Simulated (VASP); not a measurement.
The system is SiNi.

```xyz
8
Lattice="5.1541 0.0000 0.0000 0.0000 3.3755 0.0000 0.0000 0.0000 5.6197" Properties=species:S:1:pos:R:3 pbc="T T T"
Si    1.6557    2.5316    0.4725
Si    0.9213    0.8439    3.2824
Si    4.2328    2.5316    2.3374
Si    3.4984    0.8439    5.1472
Ni    0.0424    0.8439    1.0592
Ni    2.5347    2.5316    3.8691
Ni    2.6194    0.8439    1.7506
Ni    5.1117    2.5316    4.5605
```

| Property | Result |
| --- | --- |
| Program | VASP 6.6.1 |
| Task | relaxation of cell and atoms |
| Functional | PBE |
| Dispersion | D3(BJ) |
| Potentials or basis | VASP PAW PBE potentials, release 64 (Si, Ni) |
| Cutoff | 600 eV |
| k mesh | 8 × 10 × 6 |
| Occupations | gaussian, width 0.1 eV |
| Spin | no spin polarisation |

At the start: pressure -5.4 GPa; volume 12.22 Å³/atom.

Q: How do energy, volume and symmetry change on relaxing?

A: Over 17 steps the energy falls by 7.7 meV/atom and the volume is 11.80 Å³/atom (-3.5 %); space group Pnma (No. 62, to 0.1 Å) before and after.

Step by step:
```csv
step,energy change (eV),largest force (eV/Å),pressure (GPa),volume (Å³)
1,0.0000,0.0209,-5.41,97.77
2,-0.0171,0.1844,4.52,92.05
3,-0.0583,0.0908,-0.21,94.63
4,-0.0583,0.0951,0.01,94.52
5,-0.0600,0.0563,0.16,94.46
6,-0.0609,0.0292,0.18,94.35
7,-0.0612,0.0156,-0.33,94.55
8,-0.0612,0.0117,-0.15,94.49
9,-0.0614,0.0128,0.02,94.38
10,-0.0614,0.0121,0.07,94.39
11,-0.0614,0.0107,0.04,94.40
12,-0.0614,0.0095,0.04,94.42
13,-0.0614,0.0111,-0.15,94.44
14,-0.0614,0.0109,-0.08,94.43
15,-0.0615,0.0083,-0.01,94.40
16,-0.0615,0.0075,0.03,94.38
17,-0.0615,0.0041,0.01,94.39
```

Final structure:
```yaml
crystal:
  lattice:
    - [5.09863, 0.00000, 0.00000]
    - [0.00000, 3.34011, 0.00000]
    - [0.00000, 0.00000, 5.54239]
  atoms:
    - { symbol: Si, position: [0.32282, 0.75000, 0.08492] }
    - { symbol: Si, position: [0.17718, 0.25000, 0.58492] }
    - { symbol: Si, position: [0.82282, 0.75000, 0.41508] }
    - { symbol: Si, position: [0.67718, 0.25000, 0.91508] }
    - { symbol: Ni, position: [0.00976, 0.25000, 0.18699] }
    - { symbol: Ni, position: [0.49024, 0.75000, 0.68699] }
    - { symbol: Ni, position: [0.50976, 0.25000, 0.31301] }
    - { symbol: Ni, position: [0.99024, 0.75000, 0.81301] }
```
